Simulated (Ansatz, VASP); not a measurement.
Ni in VASP and in Ansatz

```
CELL_PARAMETERS angstrom
2.44802 0.00000 0.00000
-1.22401 2.12005 0.00000
0.00000 0.00000 4.07281
ATOMIC_POSITIONS crystal
Ni 0.66667 0.33333 0.75000
Ni 0.33333 0.66667 0.25000
```

Alike in both runs: task single point; functional PBE; k mesh 10 × 10 × 6; occupations fermi-dirac, width 0.05 eV; collinear spin; fixed moment 2 μB.

```csv
,VASP,Ansatz
version,VASP 6.6.1,Ansatz 0.2.0
potentials or method,"VASP PAW PBE potentials, release 64 (Ni_sv_GW)",Ansatz PAW
plane-wave cutoff (eV),590,420
valence electrons in the cell,36,36
```

Ansatz gave:

```
pressure (GPa)                                                : 10.5
traceless stress, the component that is largest in VASP (GPa) : -3.94
net moment per atom (μB)                                      : 1.00
size of the moment on the site where the two differ most (μB) : 1.01
```

Question: What did VASP give for the same quantities?

Answer: Pressure (GPa): 6.3; traceless stress, the component that is largest in VASP (GPa): -3.96; net moment per atom (μB): 1.00; size of the moment on the site where the two differ most (μB): 1.01.

Site moments also hang on the region over which each program counts them.
